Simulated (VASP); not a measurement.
# BaTiO3 (P4/mmm) in VASP: notebook

BaTiO3 is run at these levels: PBE; tasks: single point.

All numbers are computed with VASP 6.6.1; they aren't measurements. Logs are shortened: lines on timing, memory, paths and dates and some standing lists are left out, and cuts for length are marked.

### 1 The cell of the first run

The structure is tetragonal, space group P4/mmm (No. 123). Conventional cell: a = 3.939 Å, b = 3.939 Å, c = 4.082 Å, α = 90.00°, β = 90.00°, γ = 90.00°. Within 3.7 Å of Ba (site symmetry 4/mmm) lie 12 O at 2.79 to 2.84 Å and 8 Ti at 3.45 Å. Ti (site symmetry 4/mmm) has 6 O at 1.97 to 2.04 Å within 2.6 Å. Within 2.6 Å of O (site symmetry mmm) lie 2 Ti at 1.97 Å. Within 2.7 Å of O (site symmetry 4/mmm) lie 2 Ti at 2.04 Å.

### 2 Single point, PBE (biaxial strain in the a-b plane: -2.0 %, then relaxed in part)

INCAR reads:

```
SYSTEM = BaTiO3
PREC = Accurate ; ENCUT = 520
EDIFF = 1E-6 ; ISMEAR = 0
SIGMA = 0.02 ; LREAL = .FALSE.
LASPH = .TRUE. ; NELM = 100
ALGO = Normal ; ISIF = 2
LWAVE = .FALSE. ; LCHARG = .FALSE.
GGA = PE ; NBANDS = 28
```

KPOINTS reads:

```
Automatic mesh
0
G
  8 8 8
  0 0 0
```

POSCAR reads:

```
BaTiO3
1.0
    3.9388659156      0.0000000000      0.0000000000
    0.0000000000      3.9388659156      0.0000000000
    0.0000000000      0.0000000000      4.0819874654
Ba Ti O
1 1 3
Direct
    0.5000000000      0.5000000000      0.5000000000
    0.0000000000      0.0000000000      0.0000000000
    0.5000000000      0.0000000000      0.0000000000
    0.0000000000      0.5000000000      0.0000000000
    0.0000000000      0.0000000000      0.5000000000
```

Potentials or basis: VASP PAW PBE potentials, release 64 (Ba_sv, Ti_sv, O).

Run with:

```sh
$ cat potpaw_PBE.64/Ba_sv/POTCAR potpaw_PBE.64/Ti_sv/POTCAR potpaw_PBE.64/O/POTCAR > POTCAR
$ mpirun -np 1 vasp_std > vasp.out
```

OUTCAR:

```text
SYSTEM = BaTiO3
   PREC = Accurate
   ENCUT = 520
   EDIFF = 1E-6
   ISMEAR = 0
   LREAL = .FALSE.
   LASPH = .TRUE.
   NELM = 100
   ISIF = 2
   GGA = PE

 ion  position               nearest neighbor table
   1  0.500  0.500  0.500-   5 2.79   5 2.79   5 2.79   5 2.79   4 2.84   3 2.84   4 2.84   3 2.84
                             4 2.84   3 2.84   4 2.84   3 2.84   2 3.45   2 3.45   2 3.45   2 3.45
   2  0.000  0.000  0.000-   3 1.97   4 1.97   4 1.97   3 1.97   5 2.04   5 2.04   1 3.45   1 3.45
                             1 3.45   1 3.45   1 3.45   1 3.45   1 3.45   1 3.45
   3  0.500  0.000  0.000-   2 1.97   2 1.97   1 2.84   1 2.84   1 2.84   1 2.84
   4  0.000  0.500  0.000-   2 1.97   2 1.97   1 2.84   1 2.84   1 2.84   1 2.84
   5  0.000  0.000  0.500-   2 2.04   2 2.04   1 2.79   1 2.79   1 2.79   1 2.79

  LATTYP: Found a simple tetragonal cell.
 ALAT       =     3.9388659156
 C/A-ratio  =     1.0363357253

  Lattice vectors:

 A1 = (   3.9388659156,   0.0000000000,   0.0000000000)
 A2 = (   0.0000000000,   3.9388659156,   0.0000000000)
 A3 = (   0.0000000000,   0.0000000000,   4.0819874654)

Analysis of symmetry for initial positions (statically):
=====================================================================
 Subroutine PRICEL returns:
 Original cell was already a primitive cell.

 Routine SETGRP: Setting up the symmetry group for a
 simple tetragonal supercell.

 Subroutine GETGRP returns: Found 16 space group operations
 (whereof 16 operations were pure point group operations)
 out of a pool of 16 trial point group operations.

The static configuration has the point symmetry D_4h.

Analysis of symmetry for dynamics (positions and initial velocities):
=====================================================================
 Subroutine PRICEL returns:
 Original cell was already a primitive cell.

 Routine SETGRP: Setting up the symmetry group for a
 simple tetragonal supercell.

 Subroutine GETGRP returns: Found 16 space group operations
 (whereof 16 operations were pure point group operations)
 out of a pool of 16 trial point group operations.

The dynamic configuration has the point symmetry D_4h.

 Subroutine INISYM returns: Found 16 space group operations
 (whereof 16 operations are pure point group operations),
 and found     1 'primitive' translations

----------------------------------------------------------------------------------------

                                     Primitive cell

  volume of cell :      63.3307

  direct lattice vectors                    reciprocal lattice vectors
     3.938865916  0.000000000  0.000000000     0.253880183  0.000000000  0.000000000
     0.000000000  3.938865916  0.000000000     0.000000000  0.253880183  0.000000000
     0.000000000  0.000000000  4.081987465     0.000000000  0.000000000  0.244978704

  length of vectors
     3.938865916  3.938865916  4.081987465     0.253880183  0.253880183  0.244978704

  position of ions in fractional coordinates (direct lattice)
     0.500000000  0.500000000  0.500000000
     0.000000000  0.000000000  0.000000000
     0.500000000  0.000000000  0.000000000
     0.000000000  0.500000000  0.000000000
     0.000000000  0.000000000  0.500000000

  ion indices of the primitive-cell ions
   primitive index   ion index
                 1           1
                 2           2
                 3           3
                 4           4
                 5           5

----------------------------------------------------------------------------------------

 KPOINTS: Automatic mesh

Automatic generation of k-mesh.
 Grid dimensions read from file:
 generate k-points for:    8    8    8

 Generating k-lattice:

  Cartesian coordinates                     Fractional coordinates (reciprocal lattice)
     0.031735023  0.000000000  0.000000000     0.125000000  0.000000000  0.000000000
     0.000000000  0.031735023  0.000000000     0.000000000  0.125000000  0.000000000
     0.000000000  0.000000000  0.030622338     0.000000000  0.000000000  0.125000000

  Length of vectors
     0.031735023  0.031735023  0.030622338

  Shift w.r.t. Gamma in fractional coordinates (k-lattice)
     0.000000000  0.000000000  0.000000000

 Subroutine IBZKPT returns following result:
 ===========================================

 Found     75 irreducible k-points:

 Following reciprocal coordinates:
            Coordinates               Weight
  0.000000  0.000000  0.000000      1.000000
  0.125000  0.000000  0.000000      4.000000
  0.250000  0.000000  0.000000      4.000000
  0.375000  0.000000  0.000000      4.000000
  0.500000  0.000000  0.000000      2.000000
  0.125000  0.125000  0.000000      4.000000
[... 16 lines left out ...]
  0.375000  0.125000  0.125000     16.000000
  0.500000  0.125000  0.125000      8.000000
 [... further k-points ...]
   k-points           NKPTS =     75   k-points in BZ     NKDIM =     75   number of bands    NBANDS=     28
   number of dos      NEDOS =    301   number of ions     NIONS =      5
   total plane-waves  NPLWV =  27000
   dimension x,y,z NGX =    30 NGY =   30 NGZ =   30
   dimension x,y,z NGXF=    60 NGYF=   60 NGZF=   60
   ions per type =               1   1   3
   NGX,Y,Z   is equivalent  to a cutoff of  12.66, 12.66, 12.22 a.u.
   NGXF,Y,Z  is equivalent  to a cutoff of  25.32, 25.32, 24.44 a.u.
 SYSTEM =  BaTiO3
   PREC   = accura    normal or accurate (medium, high low for compatibility)
   ISTART =      0    job   : 0-new  1-cont  2-samecut
   ICHARG =      2    charge: 1-file 2-atom 10-const
   ISPIN  =      1    spin polarized calculation?
   LNONCOLLINEAR =      F non collinear calculations
   LSORBIT =      F    spin-orbit coupling
   LASPH  =      T    aspherical Exc in radial PAW
   ENCUT  =  520.0 eV  38.22 Ry    6.18 a.u.   7.32  7.32  7.59*2*pi/ulx,y,z
   NELM   =    100;   NELMIN=  2; NELMDL= -5     # of ELM steps
   EDIFF  = 0.1E-05   stopping-criterion for ELM
   LREAL  =      F    real-space projection
   EDIFFG = 0.1E-04   stopping-criterion for IOM
   NSW    =      0    number of steps for IOM
   IBRION =     -1    ionic relax: 0-MD 1-quasi-New 2-CG
   NFREE  =      0    steps in history (QN), initial steepest desc. (CG)
   ISIF   =      2    stress and relaxation
   ISYM   =      2    0-nonsym 1-usesym 2-fastsym
   POTIM  = 0.5000    time-step for ionic-motion
   TEBEG  =    0.0;   TEEND  =   0.0 temperature during run
   PSTRESS=    0.0 pullay stress
   NELECT =      40.0000    total number of electrons
   NUPDOWN=      -1.0000    fix difference up-down
   EMIN   =  10.00;   EMAX   =-10.00  energy-range for DOS
   EFERMI =   0.00;   METHOD = LEGACY
   ISMEAR =     0;   SIGMA  =   0.02  broadening in eV -4-tet -1-fermi 0-gaus
   EFERMI_NEDOS =   21; number of points for ismear=-14 and -15
   IALGO  =     38    algorithm
   IMIX   =      4    mixing-type and parameters
     AMIX     =   0.40;   BMIX     =  1.00
     AMIX_MAG =   1.60;   BMIX_MAG =  1.00
  volume/ion in A,a.u.               =      12.67        85.48
  Fermi-wavevector in a.u.,A,eV,Ry     =   1.404613  2.654334 26.843462  1.972939
  Thomas-Fermi vector in A             =   2.527157
   LORBIT       =      0    0 simple, 1 ext, 2 COOP (PROOUT), +10 PAW based schemes
   GGA     = PE    functional components
   LHFCALC =     F    Hartree Fock is set to
   AEXX    =    0.0000 exact exchange contribution
   IVDW    =     0    specifies the selected vdW correction
   LEPSILON=     F    determine dielectric tensor
   LRPA    =     F    only Hartree local field effects (RPA)
 non-spin polarized calculation
 Gauss-broadening in eV      SIGMA  =   0.02
  energy-cutoff  :      520.00
  volume of cell :       63.33
 maximum number of plane-waves:      1727
 NGX is ok and might be reduce to    30
   NGX = 15   NGY = 15   NGZ = 15

 number of electron      39.9999996 magnetization

 Free energy of the ion-electron system (eV)
  ---------------------------------------------------
  ext. energy  EPLUGINS =         0.00000000
  ---------------------------------------------------
  free energy    TOTEN  =       -39.90711886 eV

  energy without entropy =      -39.90711886  energy(sigma->0) =      -39.90711886

 E-fermi :   4.0643     XC(G=0): -11.3249

 val. band max:        3.9839467376   @ k =   0.5000   0.5000   0.5000
 cond. band min:       5.6813136907   @ k =   0.0000   0.0000   0.0000
 fundamental gap:      1.6973669531
 Fermi energy:         4.0642509398

 k-point     1 :       0.0000    0.0000    0.0000
  band No.  band energies     occupation
      1     -52.6501      2.00000
      2     -28.8738      2.00000
      3     -28.8738      2.00000
      4     -28.8616      2.00000
      5     -20.8562      2.00000
      6     -13.0261      2.00000
[... 20 lines left out ...]
     27       9.1825      0.00000
     28      11.4635      0.00000

 k-point     2 :       0.1250    0.0000    0.0000
  band No.  band energies     occupation
      1     -52.6499      2.00000
      2     -28.8833      2.00000
      3     -28.8734      2.00000
      4     -28.8612      2.00000
      5     -20.8364      2.00000
      6     -13.0170      2.00000
[... 20 lines left out ...]
     27       9.5007      0.00000
     28      11.8552      0.00000

 k-point     3 :       0.2500    0.0000    0.0000
  band No.  band energies     occupation
      1     -52.6494      2.00000
      2     -28.9061      2.00000
      3     -28.8725      2.00000
      4     -28.8603      2.00000
      5     -20.7878      2.00000
      6     -13.0588      2.00000
[... 20 lines left out ...]
     27      10.2895      0.00000
     28      12.3121      0.00000

 k-point     4 :       0.3750    0.0000    0.0000
  band No.  band energies     occupation
      1     -52.6490      2.00000
      2     -28.9288      2.00000
      3     -28.8716      2.00000
      4     -28.8594      2.00000
      5     -20.7381      2.00000
      6     -13.1617      2.00000
[... 20 lines left out ...]
     27      11.2219      0.00000
     28      12.1826      0.00000

 k-point     5 :       0.5000    0.0000    0.0000
  band No.  band energies     occupation
      1     -52.6488      2.00000
      2     -28.9382      2.00000
      3     -28.8713      2.00000
      4     -28.8590      2.00000
      5     -20.7172      2.00000
      6     -13.2136      2.00000
[... 20 lines left out ...]
     27      11.6995      0.00000
     28      12.1278      0.00000

 k-point     6 :       0.1250    0.1250    0.0000
  band No.  band energies     occupation
      1     -52.6497      2.00000
      2     -28.8831      2.00000
      3     -28.8826      2.00000
      4     -28.8608      2.00000
      5     -20.8176      2.00000
      6     -12.9939      2.00000
[... 463 lines left out ...]
      5     -20.8036      2.00000
      6     -13.0047      2.00000
[... 20 lines left out ...]
     27      10.0192      0.00000
     28      12.0702      0.00000

 k-point    22 :       0.2500    0.1250    0.1250
  band No.  band energies     occupation
      1     -52.6491      2.00000
      2     -28.9053      2.00000
      3     -28.8817      2.00000
      4     -28.8659      2.00000
      5     -20.7594      2.00000
      6     -12.9808      2.00000
[... 20 lines left out ...]
     27      10.7015      0.00000
     28      12.3641      0.00000

 k-point    23 :       0.3750    0.1250    0.1250
  band No.  band energies     occupation
      1     -52.6486      2.00000
      2     -28.9279      2.00000
      3     -28.8807      2.00000
      4     -28.8649      2.00000
      5     -20.7143      2.00000
      6     -13.0309      2.00000
[... 20 lines left out ...]
     27      11.5947      0.00000
     28      12.6136      0.00000

 k-point    24 :       0.5000    0.1250    0.1250
  band No.  band energies     occupation
      1     -52.6485      2.00000
      2     -28.9372      2.00000
      3     -28.8803      2.00000
      4     -28.8645      2.00000
      5     -20.6954      2.00000
      6     -13.0659      2.00000
[... 20 lines left out ...]
     27      11.9668      0.00000
     28      12.7526      0.00000

 [... further k-points ...]
[... 5 lines left out ...]
  --------------------------------------------------------------------------------------
  -------------------------------------------------------------------------------------
  Total        3.5029289      3.5029289      0.6681926      0.0000000      0.0000000      0.0000000
  in kB       88.6192032     88.6192032     16.9043374      0.0000000      0.0000000      0.0000000
  external PRESSURE =      64.7142479 kB  Pullay stress =       0.0000000 kB

 VOLUME and BASIS-vectors are now :
 -----------------------------------------------------------------------------
  energy-cutoff  :      520.00
  volume of cell :       63.33
      direct lattice vectors                 reciprocal lattice vectors
     3.938865916  0.000000000  0.000000000     0.253880183  0.000000000  0.000000000
     0.000000000  3.938865916  0.000000000     0.000000000  0.253880183  0.000000000
     0.000000000  0.000000000  4.081987465     0.000000000  0.000000000  0.244978704

 POSITION                                       TOTAL-FORCE (eV/Angst)
 -----------------------------------------------------------------------------------
      1.96943      1.96943      2.04099         0.000000      0.000000      0.000000
      0.00000      0.00000      0.00000         0.000000      0.000000      0.000000
      1.96943      0.00000      0.00000         0.000000      0.000000      0.000000
      0.00000      1.96943      0.00000         0.000000      0.000000      0.000000
      0.00000      0.00000      2.04099         0.000000      0.000000      0.000000
 -----------------------------------------------------------------------------------
    total drift:                                0.000000     -0.000000      0.000000

  FREE ENERGIE OF THE ION-ELECTRON SYSTEM (eV)
  ---------------------------------------------------
  free  energy   TOTEN  =       -39.9071188556 eV

  energy  without entropy=      -39.9071188556  energy(sigma->0) =      -39.90711886
```

Run time: 2.9 min. Hardware: 1 thread of Intel Xeon Platinum 8375C at 2.90GHz (Ice Lake), shared host; peak memory 0.26 GiB.

What came out:

| Property | Result |
| --- | --- |
| Free energy | -39.9071 eV |
| Pressure | 6.5 GPa |
| Band gap on the k mesh | 1.70 eV, indirect (least direct gap 1.87 eV) |

Caveat: the cell differs from its parent crystal (biaxial strain in the a-b plane: -2.0 %, then relaxed in part); spin-orbit coupling is left out, which moves the levels of the heavy elements.

(Part 1 of 3 ends here.)
